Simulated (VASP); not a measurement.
# KMgF3: single point with PBEsol

The system is KMgF3.

```xyz
5
Lattice="4.1709 0.0000 0.0000 0.0000 4.1709 0.0000 0.0000 0.0000 3.9020" Properties=species:S:1:pos:R:3 pbc="T T T"
K     2.0854    2.0854    1.9510
Mg    0.0000    0.0000    0.0000
F     0.0000    2.0854    0.0000
F     0.0000    0.0000    1.9510
F     2.0854    0.0000    0.0000
```

This cell differs from its parent crystal: biaxial strain in the a-b plane: +4.5 %, then relaxed in part.

```
Program             : VASP 6.6.1
Task                : single point
Functional          : PBEsol
Potentials or basis : VASP PAW PBE potentials, release 64 (K_sv, Mg, F)
Cutoff              : 520 eV
k mesh              : 6 × 6 × 6
Occupations         : gaussian, width 0.02 eV
Spin                : no spin polarisation
```

```yaml
Pressure: -4.0 GPa
Band_gap_on_the_k_mesh: 6.62 eV, indirect (least direct gap 6.93 eV)
```

Stress tensor (GPa, compression positive):
```
-5.86  0.00  0.00
 0.00 -5.86  0.00
 0.00  0.00 -0.40
```

Levels at points of the mesh, in eV from the valence-band top:
```
           k point  band 12  band 13  band 14  band 15  band 16  band 17  band 18  band 19  band 20  band 21
(0.00, 0.00, 0.00)    -0.62    -0.47    -0.32    -0.32    -0.31     6.62     9.72     9.99    11.65    12.13
(0.50, 0.00, 0.00)    -0.80    -0.72    -0.65    -0.52    -0.47     9.42     9.54    10.68    12.13    12.65
(0.50, 0.50, 0.00)    -1.09    -0.99    -0.79    -0.79    -0.06    10.32    10.99    11.63    11.63    12.75
(0.00, 0.00, 0.50)    -1.05    -1.05    -0.76    -0.49    -0.49     9.69     9.72    11.13    12.34    12.34
(0.50, 0.00, 0.50)    -1.11    -0.90    -0.75    -0.75    -0.03    10.37    11.35    11.78    11.99    12.29
(0.50, 0.50, 0.50)    -1.17    -0.97    -0.03     0.00     0.00     9.99     9.99    10.06    13.01    13.57
```

It took 40 s on 1 thread of Intel(R) Xeon(R) Platinum 8488C (Sapphire Rapids), with other jobs on the host, peak memory 0.22 GiB.

Caveat: the cell differs from its parent crystal (biaxial strain in the a-b plane: +4.5 %, then relaxed in part); the PAW data sets were made with another functional, which shifts forces and pressure a little. A k mesh can miss the band edges.
